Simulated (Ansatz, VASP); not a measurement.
YI in VASP and in Ansatz

INCAR

```
SYSTEM = YI
PREC = Accurate
ENCUT = 520
EDIFF = 1E-6
ISMEAR = -1
SIGMA = 0.05
LREAL = .False.
LASPH = .True.
NELM = 80
ALGO = Normal
ISIF = 2
LWAVE = .False.
LCHARG = .True.
GGA = CA
LELF = .True.
LVHAR = .True.
NBANDS = 26
```

Contents of KPOINTS:

```
regular mesh
0
Gamma
  7 7 3
  0 0 0
```

Contents of POSCAR:

```
YI
1.0
    3.7027523489      0.0000000000      0.0000000000
   -1.8513761744      3.2066775980      0.0000000000
    0.0000000000      0.0000000000     10.3702805396
Y I
2 2
Direct
    0.6666666667      0.3333333333      0.6267270000
    0.3333333333      0.6666666667      0.3732730000
    0.3333333333      0.6666666667      0.8199750000
    0.6666666667      0.3333333333      0.1800250000
```

Input for Ansatz:

```yaml
crystal:
  lattice:
    - [3.7027523489, 0.0, 0.0]
    - [-1.8513761744, 3.206677598, 0.0]
    - [0.0, 0.0, 10.3702805396]
  atoms:
    - { symbol: "Y", position: [0.6666666667, 0.3333333333, 0.626727] }
    - { symbol: "Y", position: [0.3333333333, 0.6666666667, 0.373273] }
    - { symbol: I, position: [0.3333333333, 0.6666666667, 0.819975] }
    - { symbol: I, position: [0.6666666667, 0.3333333333, 0.180025] }
kpoints:
  mp_grid: { grid: [7, 7, 3] }
scf:
  occupations: { method: fermi_dirac, width: 0.05 }
hamiltonian:
  xc: lda
  pseudopotentials: { kind: paw }
output:
  forces: true
  stress: true
  eigenvalues: true
  write_density: true
  write_potential: true
  elf: true
  volumetric_format: npy
```

Change from the starting cell: volume scaled by 0.82, no spin polarisation, PAW files.

Alike in both runs: task single point; functional LDA; k mesh 7 × 7 × 3; occupations fermi-dirac, width 0.05 eV; no spin polarisation.

```csv
,VASP,Ansatz
version,VASP 6.6.1,Ansatz 0.2.0
potentials or method,"VASP PAW LDA potentials, release 64 (Y_sv, I)","PAW with Ansatz's default frozen-core files, scalar-relativistic"
plane-wave cutoff (eV),520,420
valence electrons in the cell,36,56
```

|  | VASP | Ansatz | Ansatz less VASP |
| --- | --- | --- | --- |
| pressure (GPa) | 5.7 | 5.7 | -0.02 |
| traceless stress, the component that is largest in VASP (GPa) | 1.17 | 1.17 | -0.004 |
| rms of the force components (eV/Å) | 0.450 | 0.446 | -0.0040 |

LDA's correlation is that of Perdew and Zunger in VASP and of Perdew and Wang (1992) in Ansatz. Atom by atom the forces differ by 0.005 eV/Å (rms over components). VASP's potentials hold 36 valence electrons a cell and Ansatz's 56, so a difference there can come from the potentials and not from the codes.

Spin-orbit coupling is off throughout.
